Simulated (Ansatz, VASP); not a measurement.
# Two plane-wave programs on Sb

```
Sb
1.0
     0.00000    2.35798    2.35798
     2.35798    0.00000    2.35798
     2.35798    2.35798    0.00000
Sb
1
Direct
  0.00000 0.00000 0.00000
```

Alike in both runs: functional PBEsol; k mesh 10 × 10 × 10; occupations gaussian, width 0.1 eV; no spin polarisation.

Ansatz relaxed the structure, and its values are those at the end. VASP's run is a single point on that final structure, the one shown.

```csv
,VASP,Ansatz
version,VASP 6.6.1,Ansatz 0.2.0
potentials or method,"VASP PAW PBE potentials, release 64 (Sb), cutoff 500 eV","scalar-relativistic, plane waves, PAW"
valence electrons in the cell,5,15
```

```tsv
	VASP	Ansatz	Ansatz less VASP
gap on the k mesh at the Fermi level (eV)	none	none	-
pressure (GPa)	-0.2	-0.2	+0.03
```

VASP's potentials were made for PBE, not for PBEsol. A gap of «none» marks a metal or a gap that the smearing closes. VASP's potentials hold 5 valence electrons a cell and Ansatz's 15, so a difference there can come from the potentials and not from the codes.

Spin-orbit coupling is off throughout.
